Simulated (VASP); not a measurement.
Input of a VASP 6.6.1 run:

The input POSCAR:

```
WAu
1.0
    0.0000000000      2.9092100000      2.9092100000
    2.9092100000      0.0000000000      2.9092100000
    2.9092100000      2.9092100000      0.0000000000
W Au
1 1
Direct
    0.0000000000      0.0000000000      0.0000000000
    0.7500000000      0.7500000000      0.7500000000
```

INCAR.step1

```
SYSTEM = WAu
ALGO = Normal
EDIFF = 1E-4
ENCUT = 600
GGA = PE
ISMEAR = -1
LASPH = .TRUE.
LCHARG = .FALSE.
LREAL = .FALSE.
LWAVE = .TRUE.
NELM = 60
PREC = Accurate
SIGMA = 0.05
```

Contents of INCAR.step2:

```
SYSTEM = WAu
ALGO = Normal
EDIFF = 1E-6
EDIFFG = -0.01
ENCUT = 600
IBRION = 2
ISIF = 3
ISMEAR = -1
ISTART = 1
LASPH = .TRUE.
LCHARG = .FALSE.
LMIXTAU = .TRUE.
LREAL = .FALSE.
LWAVE = .FALSE.
METAGGA = R2SCAN
NELM = 60
NSW = 60
PREC = Accurate
PSTRESS = 300.0
SIGMA = 0.05
```

KPOINTS

```
k-points
0
G
  8 8 8
  0 0 0
```

Potentials or basis: VASP PAW PBE potentials, release 64 (W_sv, Au).

Run with:

```bash
$ cat potpaw_PBE.64/W_sv/POTCAR potpaw_PBE.64/Au/POTCAR > POTCAR
$ cp INCAR.step1 INCAR
$ mpirun -np 1 vasp_std > vasp.out
$ cp INCAR.step2 INCAR
$ mpirun -np 1 vasp_std > vasp.out
```

**Question.** Predict the relaxed volume.

**Answer.** 20.77 Å³/atom.

**Question.** Predict the space group after relaxing (to 0.1 Å).

**Answer.** F-43m (No. 216).

**Question.** Predict the band gap on the k mesh.

**Answer.** Zero (an odd number of electrons rules out a gap without spin polarisation).

The path:
| step | energy change (eV) | largest force (eV/Å) | pressure (GPa) | volume (Å³) |
| --- | --- | --- | --- | --- |
| 1 | 0.0000 | 0.0000 | -2.87 | 49.24 |
| 2 | 28.9546 | 0.0000 | 694.49 | 21.30 |
| 3 | 0.1993 | 0.0000 | 16.85 | 43.83 |
| 4 | 0.3332 | 0.0000 | 22.64 | 42.74 |
| 5 | 0.5404 | 0.0000 | 30.36 | 41.48 |
| 6 | 0.5130 | 0.0000 | 29.39 | 41.63 |
| 7 | 0.5142 | 0.0000 | 29.44 | 41.62 |
| 8 | 0.5176 | 0.0000 | 29.55 | 41.60 |
| 9 | 0.5177 | 0.0000 | 29.57 | 41.60 |
| 10 | 0.5178 | 0.0000 | 29.56 | 41.60 |
| 11 | 0.5180 | 0.0000 | 29.56 | 41.60 |
| 12 | 0.5185 | 0.0000 | 29.56 | 41.60 |
| 13 | 0.5194 | 0.0000 | 29.62 | 41.59 |
| 14 | 0.5213 | 0.0000 | 29.68 | 41.58 |
| 15 | 0.5251 | 0.0000 | 29.82 | 41.56 |
| 16 | 0.5328 | 0.0000 | 30.10 | 41.52 |
| 17 | 0.5301 | 0.0000 | 30.02 | 41.54 |

Caveat: the cell is relaxed towards a set pressure, so the run minimises the enthalpy, not the energy; the volume moved by over 15 % at a fixed basis, so the end points are rough; the PAW data sets were made with another functional, which shifts forces and pressure a little; spin-orbit coupling is left out, which moves the levels of the heavy elements.
